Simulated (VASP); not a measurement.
Write the native input for VASP 6.6.1 that does the following.

| Property | Result |
| --- | --- |
| Task | single point |
| Functional | PBEsol |
| Potentials or basis | VASP PAW PBE potentials, release 64 (Al) |
| Cutoff | 500 eV |
| k mesh | 10 × 10 × 10 |
| Occupations | fermi-dirac, width 0.05 eV |
| Spin | no spin polarisation |
| Dipole correction | no |
| Further INCAR settings | ALGO = Normal; EDIFF = 1e-06; NBANDS = 8 |

The structure of Al lies in POSCAR:

```
Al
1.0
    0.0000000000      2.0249200000      2.0249200000
    2.0249200000      0.0000000000      2.0249200000
    2.0249200000      2.0249200000      0.0000000000
Al
1
Direct
    0.0000000000      0.0000000000      0.0000000000
```

The input as run:

INCAR

```
SYSTEM = Al
  PREC = Accurate
  ENCUT = 500
  EDIFF = 1E-6
  ISMEAR = -1
  SIGMA = 0.05
  LREAL = .False.
  LASPH = .True.
  NELM = 120
  ALGO = Normal
  ISIF = 2
  LWAVE = .False.
  LCHARG = .False.
  GGA = PS
  NBANDS = 8
  GGA_COMPAT = .False.
```

KPOINTS

```
Automatic mesh
0
Gamma
  10 10 10
  0 0 0
```

Potentials or basis: VASP PAW PBE potentials, release 64 (Al).

Command:

```console
$ cat potpaw_PBE.64/Al/POTCAR > POTCAR
$ mpirun -np 1 vasp_std > vasp.out
```

It gave:

- Pressure: -2.0 GPa

Caveat: the PAW data sets were made with another functional, which shifts forces and pressure a little.

Wall time 7.7 s on 1 thread of Intel Xeon 8259CL (shared host), peak memory 0.13 GiB.
